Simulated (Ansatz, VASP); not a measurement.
**C in VASP and in Ansatz**

```
C
1.0
     2.31770    0.00000    0.00000
    -1.15885    2.00719    0.00000
     0.00000    0.00000   12.29180
C
12
Direct
  0.00000 0.00000 0.18686
  0.00000 0.00000 0.68686
  0.00000 0.00000 0.31314
  0.00000 0.00000 0.81314
  0.33333 0.66667 0.52077
  0.66667 0.33333 0.02077
  0.33333 0.66667 0.97923
  0.66667 0.33333 0.47923
  0.33333 0.66667 0.64506
  0.66667 0.33333 0.14506
  0.33333 0.66667 0.85494
  0.66667 0.33333 0.35494
```

Alike in both runs: task single point; functional LDA; k mesh 12 × 12 × 2; occupations gaussian, width 0.05 eV; no spin polarisation.

|  | VASP | Ansatz |
| --- | --- | --- |
| version | VASP 6.6.1 | Ansatz 0.2.0 |
| potentials or method | VASP PAW LDA potentials, release 64 (C), cutoff 520 eV | scalar-relativistic, plane waves, PAW |
| valence electrons in the cell | 48 | 48 |

|  | VASP | Ansatz | Ansatz less VASP |
| --- | --- | --- | --- |
| gap on the k mesh at the Fermi level (eV) | 3.81 | 3.81 | 0.000 |
| least direct gap on the mesh (eV) | 3.81 | 3.81 | 0.000 |
| rms of the force components (eV/Å) | 0.462 | 0.448 | -0.0144 |

Ansatz warns that its potentials were made for another functional, while VASP's fit it. LDA's correlation is that of Perdew and Zunger in VASP and of Perdew and Wang (1992) in Ansatz. Atom by atom the forces differ by 0.014 eV/Å (rms over components).
